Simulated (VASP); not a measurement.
# PbO in VASP: notebook

Runs on PbO. Level: PBEsol. Tasks: single point.

Program: VASP 6.6.1. These are calculated values, not measurements. Logs are shortened: lines on timing, memory, paths and dates and some standing lists are left out, and cuts for length are marked.

## Step 1: The cell of the first run

The structure is cubic, space group Fm-3m (No. 225). Conventional cell: a = 5.246 Å, b = 5.246 Å, c = 5.246 Å, α = 90.00°, β = 90.00°, γ = 90.00°. Within 3.5 Å of Pb (site symmetry m-3m) lie 6 O at 2.62 Å. O (site symmetry m-3m) has 6 Pb at 2.62 Å within 3.5 Å.

## Step 2: Single point, PBEsol (18.04 Å³/atom)

The input, INCAR:

```
SYSTEM = PbO
  PREC = Accurate
  ENCUT = 520
  EDIFF = 1E-6
  ISMEAR = 0
  SIGMA = 0.05
  LREAL = .FALSE.
  LASPH = .TRUE.
  NELM = 60
  ALGO = Normal
  ISIF = 2
  LWAVE = .FALSE.
  LCHARG = .FALSE.
  GGA = PS
  NBANDS = 17
```

The input, KPOINTS:

```
Automatic mesh
0
G
  10 10 10
  0 0 0
```

The input, POSCAR:

```
PbO
1.0
    0.0000000000      2.6228488874      2.6228488874
    2.6228488874      0.0000000000      2.6228488874
    2.6228488874      2.6228488874      0.0000000000
Pb O
1 1
Direct
    0.5000000000      0.5000000000      0.5000000000
    0.0000000000      0.0000000000      0.0000000000
```

Potentials or basis: VASP PAW PBE potentials, release 64 (Pb_d, O).

Launch:

```console
$ cat potpaw_PBE.64/Pb_d/POTCAR potpaw_PBE.64/O/POTCAR > POTCAR
$ mpirun -np 1 vasp_std > vasp.out
```

OUTCAR:

```text
SYSTEM = PbO
   PREC = Accurate
   ENCUT = 520
   EDIFF = 1E-6
   ISMEAR = 0
   LREAL = .FALSE.
   LASPH = .TRUE.
   NELM = 60
   ISIF = 2
   GGA = PS

 ion  position               nearest neighbor table
   1  0.500  0.500  0.500-   2 2.62   2 2.62   2 2.62   2 2.62   2 2.62   2 2.62
   2  0.000  0.000  0.000-   1 2.62   1 2.62   1 2.62   1 2.62   1 2.62   1 2.62

  LATTYP: Found a face centered cubic cell.
 ALAT       =     5.2456977748

  Lattice vectors:

 A1 = (   0.0000000000,   2.6228488874,   2.6228488874)
 A2 = (   2.6228488874,   0.0000000000,   2.6228488874)
 A3 = (   2.6228488874,   2.6228488874,   0.0000000000)

Analysis of symmetry for initial positions (statically):
=====================================================================
 Subroutine PRICEL returns:
 Original cell was already a primitive cell.

 Routine SETGRP: Setting up the symmetry group for a
 face centered cubic supercell.

 Subroutine GETGRP returns: Found 48 space group operations
 (whereof 48 operations were pure point group operations)
 out of a pool of 48 trial point group operations.

The static configuration has the point symmetry O_h .

Analysis of symmetry for dynamics (positions and initial velocities):
=====================================================================
 Subroutine PRICEL returns:
 Original cell was already a primitive cell.

 Routine SETGRP: Setting up the symmetry group for a
 face centered cubic supercell.

 Subroutine GETGRP returns: Found 48 space group operations
 (whereof 48 operations were pure point group operations)
 out of a pool of 48 trial point group operations.

The dynamic configuration has the point symmetry O_h .

 Subroutine INISYM returns: Found 48 space group operations
 (whereof 48 operations are pure point group operations),
 and found     1 'primitive' translations

----------------------------------------------------------------------------------------

                                     Primitive cell

  volume of cell :      36.0869

  direct lattice vectors                    reciprocal lattice vectors
     0.000000000  2.622848887  2.622848887    -0.190632408  0.190632408  0.190632408
     2.622848887  0.000000000  2.622848887     0.190632408 -0.190632408  0.190632408
     2.622848887  2.622848887  0.000000000     0.190632408  0.190632408 -0.190632408

  length of vectors
     3.709268469  3.709268469  3.709268469     0.330185017  0.330185017  0.330185017

  position of ions in fractional coordinates (direct lattice)
     0.500000000  0.500000000  0.500000000
     0.000000000  0.000000000  0.000000000

  ion indices of the primitive-cell ions
   primitive index   ion index
                 1           1
                 2           2

----------------------------------------------------------------------------------------

 KPOINTS: Automatic mesh

Automatic generation of k-mesh.
 Grid dimensions read from file:
 generate k-points for:   10   10   10

 Generating k-lattice:

  Cartesian coordinates                     Fractional coordinates (reciprocal lattice)
    -0.019063241  0.019063241  0.019063241     0.100000000  0.000000000  0.000000000
     0.019063241 -0.019063241  0.019063241     0.000000000  0.100000000  0.000000000
     0.019063241  0.019063241 -0.019063241     0.000000000  0.000000000  0.100000000

  Length of vectors
     0.033018502  0.033018502  0.033018502

  Shift w.r.t. Gamma in fractional coordinates (k-lattice)
     0.000000000  0.000000000  0.000000000

 Subroutine IBZKPT returns following result:
 ===========================================

 Found     47 irreducible k-points:

 Following reciprocal coordinates:
            Coordinates               Weight
  0.000000  0.000000  0.000000      1.000000
  0.100000  0.000000  0.000000      8.000000
  0.200000  0.000000  0.000000      8.000000
  0.300000  0.000000  0.000000      8.000000
  0.400000  0.000000  0.000000      8.000000
  0.500000  0.000000  0.000000      4.000000
[... 16 lines left out ...]
  0.300000  0.300000  0.000000      6.000000
  0.400000  0.300000  0.000000     24.000000
 [... further k-points ...]
   k-points           NKPTS =     47   k-points in BZ     NKDIM =     47   number of bands    NBANDS=     17
   number of dos      NEDOS =    301   number of ions     NIONS =      2
   total plane-waves  NPLWV =  21952
   dimension x,y,z NGX =    28 NGY =   28 NGZ =   28
   dimension x,y,z NGXF=    56 NGYF=   56 NGZF=   56
   ions per type =               1   1
   NGX,Y,Z   is equivalent  to a cutoff of  12.55, 12.55, 12.55 a.u.
   NGXF,Y,Z  is equivalent  to a cutoff of  25.10, 25.10, 25.10 a.u.
 SYSTEM =  PbO
   PREC   = accura    normal or accurate (medium, high low for compatibility)
   ISTART =      0    job   : 0-new  1-cont  2-samecut
   ICHARG =      2    charge: 1-file 2-atom 10-const
   ISPIN  =      1    spin polarized calculation?
   LNONCOLLINEAR =      F non collinear calculations
   LSORBIT =      F    spin-orbit coupling
   LASPH  =      T    aspherical Exc in radial PAW
   ENCUT  =  520.0 eV  38.22 Ry    6.18 a.u.   6.90  6.90  6.90*2*pi/ulx,y,z
   NELM   =     60;   NELMIN=  2; NELMDL= -5     # of ELM steps
   EDIFF  = 0.1E-05   stopping-criterion for ELM
   LREAL  =      F    real-space projection
   EDIFFG = 0.1E-04   stopping-criterion for IOM
   NSW    =      0    number of steps for IOM
   IBRION =     -1    ionic relax: 0-MD 1-quasi-New 2-CG
   NFREE  =      0    steps in history (QN), initial steepest desc. (CG)
   ISIF   =      2    stress and relaxation
   ISYM   =      2    0-nonsym 1-usesym 2-fastsym
   POTIM  = 0.5000    time-step for ionic-motion
   TEBEG  =    0.0;   TEEND  =   0.0 temperature during run
   PSTRESS=    0.0 pullay stress
   NELECT =      20.0000    total number of electrons
   NUPDOWN=      -1.0000    fix difference up-down
   EMIN   =  10.00;   EMAX   =-10.00  energy-range for DOS
   EFERMI =   0.00;   METHOD = LEGACY
   ISMEAR =     0;   SIGMA  =   0.05  broadening in eV -4-tet -1-fermi 0-gaus
   EFERMI_NEDOS =   21; number of points for ismear=-14 and -15
   IALGO  =     38    algorithm
   IMIX   =      4    mixing-type and parameters
     AMIX     =   0.40;   BMIX     =  1.00
     AMIX_MAG =   1.60;   BMIX_MAG =  1.00
  volume/ion in A,a.u.               =      18.04       121.76
  Fermi-wavevector in a.u.,A,eV,Ry     =   1.344729  2.541170 24.603376  1.808297
  Thomas-Fermi vector in A             =   2.472700
   LORBIT       =      0    0 simple, 1 ext, 2 COOP (PROOUT), +10 PAW based schemes
   GGA     = PS    functional components
   LHFCALC =     F    Hartree Fock is set to
   AEXX    =    0.0000 exact exchange contribution
   IVDW    =     0    specifies the selected vdW correction
   LEPSILON=     F    determine dielectric tensor
   LRPA    =     F    only Hartree local field effects (RPA)
 non-spin polarized calculation
 Gauss-broadening in eV      SIGMA  =   0.05
  energy-cutoff  :      520.00
  volume of cell :       36.09
 maximum number of plane-waves:       990
   NGX = 13   NGY = 13   NGZ = 13

 number of electron      20.0000005 magnetization

 Free energy of the ion-electron system (eV)
  ---------------------------------------------------
  ext. energy  EPLUGINS =         0.00000000
  ---------------------------------------------------
  free energy    TOTEN  =       -11.08005809 eV

  energy without entropy =      -11.08005809  energy(sigma->0) =      -11.08005809

 E-fermi :   6.3632     XC(G=0): -10.8155

 val. band max:        6.0745509606   @ k =  -0.4000   0.1000   0.0000
 cond. band min:       6.6064075209   @ k =   0.5000   0.0000   0.0000
 fundamental gap:      0.5318565602
 Fermi energy:         6.3632093384

 k-point     1 :       0.0000    0.0000    0.0000
  band No.  band energies     occupation
      1     -11.3182      2.00000
      2     -10.0940      2.00000
      3     -10.0940      2.00000
      4     -10.0940      2.00000
      5      -9.9761      2.00000
      6      -9.9761      2.00000
[... 9 lines left out ...]
     16      17.4442      0.00000
     17      17.4442      0.00000

 k-point     2 :       0.1000    0.0000    0.0000
  band No.  band energies     occupation
      1     -11.2626      2.00000
      2     -10.0940      2.00000
      3     -10.0856      2.00000
      4     -10.0856      2.00000
      5      -9.9800      2.00000
      6      -9.9800      2.00000
[... 9 lines left out ...]
     16      17.7955      0.00000
     17      18.9881      0.00000

 k-point     3 :       0.2000    0.0000    0.0000
  band No.  band energies     occupation
      1     -11.1121      2.00000
      2     -10.0947      2.00000
      3     -10.0726      2.00000
      4     -10.0726      2.00000
      5      -9.9808      2.00000
      6      -9.9808      2.00000
[... 9 lines left out ...]
     16      18.5372      0.00000
     17      20.4693      0.00000

 k-point     4 :       0.3000    0.0000    0.0000
  band No.  band energies     occupation
      1     -10.9156      2.00000
      2     -10.0979      2.00000
      3     -10.0779      2.00000
      4     -10.0779      2.00000
      5      -9.9598      2.00000
      6      -9.9598      2.00000
[... 9 lines left out ...]
     16      19.4467      0.00000
     17      21.0505      0.00000
[... 343 lines left out ...]
      1     -11.0075      2.00000
      2     -10.0838      2.00000
      3     -10.0557      2.00000
      4     -10.0271      2.00000
      5     -10.0249      2.00000
      6      -9.7868      2.00000
[... 9 lines left out ...]
     16      19.1986      0.00000
     17      21.7281      0.00000

 k-point    23 :       0.3000    0.3000    0.0000
  band No.  band energies     occupation
      1     -11.2680      2.00000
      2     -10.1550      2.00000
      3      -9.9742      2.00000
      4      -9.9742      2.00000
      5      -9.9259      2.00000
      6      -9.5349      2.00000
[... 9 lines left out ...]
     16      23.0561      0.00000
     17      23.2722      0.00000

 k-point    24 :       0.4000    0.3000    0.0000
  band No.  band energies     occupation
      1     -11.3138      2.00000
      2     -10.1572      2.00000
      3      -9.9626      2.00000
      4      -9.9562      2.00000
      5      -9.9110      2.00000
      6      -9.3367      2.00000
[... 9 lines left out ...]
     16      22.7835      0.00000
     17      22.8898      0.00000

 [... further k-points ...]

------------------------ aborting loop because EDIFF is reached ----------------------------------------

  FORCE on cell =-STRESS in cart. coord.  units (eV):
  Direction    XX          YY          ZZ          XY          YZ          ZX
  --------------------------------------------------------------------------------------
  -------------------------------------------------------------------------------------
  Total       -0.8210584     -0.8210584     -0.8210584     -0.0000000      0.0000000     -0.0000000
  in kB      -36.4531286    -36.4531286    -36.4531286     -0.0000000      0.0000000     -0.0000000
  external PRESSURE =     -36.4531286 kB  Pullay stress =       0.0000000 kB

 VOLUME and BASIS-vectors are now :
 -----------------------------------------------------------------------------
  energy-cutoff  :      520.00
  volume of cell :       36.09
      direct lattice vectors                 reciprocal lattice vectors
     0.000000000  2.622848887  2.622848887    -0.190632408  0.190632408  0.190632408
     2.622848887  0.000000000  2.622848887     0.190632408 -0.190632408  0.190632408
     2.622848887  2.622848887  0.000000000     0.190632408  0.190632408 -0.190632408

 POSITION                                       TOTAL-FORCE (eV/Angst)
 -----------------------------------------------------------------------------------
      2.62285      2.62285      2.62285         0.000000      0.000000      0.000000
      0.00000      0.00000      0.00000        -0.000000     -0.000000     -0.000000
 -----------------------------------------------------------------------------------
    total drift:                                0.000000      0.000000      0.000000

  FREE ENERGIE OF THE ION-ELECTRON SYSTEM (eV)
  ---------------------------------------------------
  free  energy   TOTEN  =       -11.0800580855 eV

  energy  without entropy=      -11.0800580855  energy(sigma->0) =      -11.08005809
```

Wall time 21 s (1 thread of Intel Xeon Platinum 8488C (Sapphire Rapids), shared host); peak memory 0.17 GiB.

Results:

```yaml
Free_energy: -11.0801 eV
Pressure: -3.6 GPa
Band_gap_on_the_k_mesh: 0.53 eV (least direct gap 0.58 eV)
```

Caveat: the cell stands under tension; the PAW data sets were made with another functional, which shifts forces and pressure a little; spin-orbit coupling is left out, which moves the levels of the heavy elements. A k mesh can miss the band edges.

## Step 3: Single point, PBEsol

This run uses another cell than the first one, of 17.35 Å³/atom.

The input, INCAR:

```
PREC = Accurate ; ENCUT = 520
EDIFF = 1E-6 ; ISMEAR = 0
SIGMA = 0.05 ; LREAL = F
LASPH = T ; NELM = 80
ALGO = Normal ; ISIF = 2
LWAVE = F ; LCHARG = F
GGA = PS ; NBANDS = 17
```

The input, KPOINTS:

```
regular mesh
0
Gamma
  10 10 10
```

The input, POSCAR:

```
PbO
1.0
    0.0000000000      2.5887820589      2.5887820589
    2.5887820589      0.0000000000      2.5887820589
    2.5887820589      2.5887820589      0.0000000000
Pb O
1 1
Direct
    0.4961371797      0.5038628203      0.5038628203
    0.0000000000      0.0000000000      0.0000000000
```

Potentials or basis: VASP PAW PBE potentials, release 64 (Pb_d, O).

Launch:

```console
$ cat potpaw_PBE.64/Pb_d/POTCAR potpaw_PBE.64/O/POTCAR > POTCAR
$ mpirun -np 1 vasp_std > vasp.out
```

It took 36 s on 1 thread of Intel Xeon Platinum 8488C (Sapphire Rapids), shared host; peak memory 0.2 GiB.

The run converged. Its results:

- Free energy: -11.0950 eV
- Pressure: -0.1 GPa
- Largest force: 0.016 eV/Å
- Band gap on the k mesh: 0.60 eV (least direct gap 0.73 eV)

Forces on the atoms (eV/Å):
```
Pb   0.016  0.000  0.000
O   -0.016  0.000  0.000
```

Levels at points of the mesh, in eV from the valence-band top:
| k point | band 6 | band 7 | band 8 | band 9 | band 10 | band 11 | band 12 | band 13 | band 14 | band 15 |
| --- | --- | --- | --- | --- | --- | --- | --- | --- | --- | --- |
| (0.00, 0.00, 0.00) | -16.08 | -7.39 | -2.44 | -2.44 | -2.44 | 8.60 | 8.60 | 8.61 | 10.27 | 11.49 |
| (0.50, 0.00, 0.00) | -16.02 | -8.58 | -2.00 | -2.00 | -0.13 | 0.60 | 5.12 | 5.12 | 10.22 | 14.26 |
| (0.50, 0.50, 0.00) | -15.01 | -5.93 | -5.50 | -3.49 | -3.49 | 4.11 | 6.43 | 6.51 | 6.63 | 14.50 |
| (0.00, 0.50, 0.50) | -15.01 | -5.95 | -5.49 | -3.49 | -3.49 | 4.11 | 6.51 | 6.51 | 6.55 | 14.50 |

Caveat: the PAW data sets were made with another functional, which shifts forces and pressure a little; spin-orbit coupling is left out, which moves the levels of the heavy elements. A k mesh can miss the band edges.

## Step 4: Single point, PBEsol

This run uses another cell than the first one, of 17.35 Å³/atom.

The input, INCAR:

```
SYSTEM = PbO
ALGO = Normal
EDIFF = 1E-6
ENCUT = 520
GGA = PS
ISIF = 2
ISMEAR = 0
LASPH = .TRUE.
LCHARG = .TRUE.
LELF = .TRUE.
LREAL = .FALSE.
LVHAR = .TRUE.
LWAVE = .FALSE.
NBANDS = 17
NELM = 100
PREC = Accurate
SIGMA = 0.05
```

The input, KPOINTS:

```
k-points
0
G
  10 10 10
  0 0 0
```

The input, POSCAR:

```
PbO
1.0
    0.0388317309      2.5887820589      2.5887820589
    2.6276137898      0.0000000000      2.6276137898
    2.5887820589      2.5887820589      0.0388317309
Pb O
1 1
Direct
    0.5000000000      0.5000000000      0.5000000000
    0.0000000000      0.0000000000      0.0000000000
```

Launch:

```console
$ cat potpaw_PBE.64/Pb_d/POTCAR potpaw_PBE.64/O/POTCAR > POTCAR
$ mpirun -np 1 vasp_std > vasp.out
```

Wall time 58 s (1 thread of Intel Xeon Platinum 8488C (Sapphire Rapids), shared host); peak memory 0.23 GiB.

The run converged. Its results:

| Quantity | Value |
| --- | --- |
| Free energy | -11.0920 eV |
| Pressure | -0.1 GPa |
| Band gap on the k mesh | 0.53 eV (least direct gap 0.68 eV) |

Stress tensor (GPa, compression positive):
```
-0.07  0.00 -0.88
 0.00 -0.12  0.00
-0.88  0.00 -0.07
```

Levels at points of the mesh, in eV from the valence-band top:
| k point | band 8 | band 9 | band 10 | band 11 | band 12 | band 13 |
| --- | --- | --- | --- | --- | --- | --- |
| (0.00, 0.00, 0.00) | -2.58 | -2.49 | -2.41 | 8.47 | 8.51 | 8.66 |
| (0.50, 0.00, 0.00) | -2.09 | -2.05 | -0.25 | 0.53 | 4.88 | 4.98 |
| (0.00, 0.50, 0.00) | -2.04 | -2.00 | -0.12 | 0.56 | 5.16 | 5.27 |
| (0.50, 0.50, 0.00) | -5.55 | -3.54 | -3.54 | 4.04 | 6.46 | 6.47 |
| (0.50, 0.00, 0.50) | -5.55 | -3.68 | -3.40 | 4.06 | 6.33 | 6.52 |

Caveat: the PAW data sets were made with another functional, which shifts forces and pressure a little; spin-orbit coupling is left out, which moves the levels of the heavy elements. A k mesh can miss the band edges.

## Step 5: Summary

```csv
cell,gap on the mesh (eV),pressure (GPa)
"a = 3.709 Å, angles 60.0°, 2 atoms, atomic positions A",0.53,-3.6
"a = 3.661 Å, angles 60.0°, 2 atoms, atomic positions B",0.60,-0.1
"a = 3.661, b = 3.716 Å, angles 59.5, 59.0, 59.5°, 2 atoms, atomic positions A",0.53,-0.1
```

Alike in all rows: task single point; level PBEsol; potentials or basis VASP PAW PBE potentials, release 64 (Pb_d, O); no spin polarisation; k mesh 10 × 10 × 10; cutoff (eV) 520; smearing gaussian 0.05 eV.

Caveats: the PAW data sets were made with another functional, which shifts forces and pressure a little; spin-orbit coupling is left out, which moves the levels of the heavy elements; the cell stands under tension (at least some runs).

Total energies depend on the potentials used, so only differences within one code and one set of settings carry meaning.
